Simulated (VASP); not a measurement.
Set up this calculation in VASP 6.6.1, as the native input.

```
Task                   : single point
Functional             : PBEsol
Dispersion             : D3(BJ)
Potentials or basis    : VASP PAW PBE potentials, release 64 (Hf_pv, Pd, Se, Br, O)
Cutoff                 : 520 eV
k mesh                 : 4 × 4 × 3
Occupations            : fermi-dirac, width 0.05 eV
Spin                   : no spin polarisation
Dipole correction      : no
Further INCAR settings : ALGO = Normal; EDIFF = 1e-06; NBANDS = 53
```

The structure of Hf2Pd2Se2Br2O3 lies in POSCAR:

```
Hf2Pd2Se2Br2O3
1.0
    5.1154477225     -0.0443297701     -0.0139815283
    1.5222770649      5.5405191852     -0.1708636273
    1.2618837154      1.7279501486      7.8581444882
Hf Pd Se Br O
2 2 2 2 3
Direct
    0.2204999570      0.6591953905      0.0346540857
    0.7795000430      0.3408046095      0.9653459143
    0.0000000000      0.5000000000      0.5000000000
    0.0000000000      0.0000000000      0.5000000000
    0.0395238888      0.3119604713      0.2539873241
    0.9604761112      0.6880395287      0.7460126759
    0.5000000000      0.5000000000      0.5000000000
    0.5000000000      0.0000000000      0.5000000000
    0.4180117269      0.3629424346      0.9235226600
    0.5819882731      0.6370575654      0.0764773400
    0.0000000000      0.0000000000      0.0000000000
```

These files were run (other wordings do the same):

INCAR

```
SYSTEM = Hf2Pd2Se2Br2O3
ALGO = Normal ; EDIFF = 1E-6
ENCUT = 520 ; GGA = PS
ISIF = 2 ; ISMEAR = -1
IVDW = 12 ; LASPH = .True.
LCHARG = .False. ; LREAL = .False.
LWAVE = .False. ; NBANDS = 53
NELM = 100 ; PREC = Accurate
SIGMA = 0.05
```

KPOINTS

```
k-points
0
Gamma
  4 4 3
  0 0 0
```

Potentials or basis: VASP PAW PBE potentials, release 64 (Hf_pv, Pd, Se, Br, O).

Run with:

```sh
$ cat potpaw_PBE.64/Hf_pv/POTCAR potpaw_PBE.64/Pd/POTCAR potpaw_PBE.64/Se/POTCAR potpaw_PBE.64/Br/POTCAR potpaw_PBE.64/O/POTCAR > POTCAR
$ mpirun -np 1 vasp_std > vasp.out
```

Results of the run:

```yaml
Pressure: -0.4 GPa
Largest_force: 0.132 eV/Å
Band_gap_on_the_k_mesh: zero (bands 42 and 43 overlap by 1.47 eV)
Dispersion_energy_per_atom: -0.258 eV
```

Caveat: the PAW data sets were made with another functional, which shifts forces and pressure a little; spin-orbit coupling is left out, which moves the levels of the heavy elements.

Run time: 5 min on 1 thread of Intel(R) Xeon(R) Platinum 8488C (Sapphire Rapids), on a shared host, peak memory 0.55 GiB.
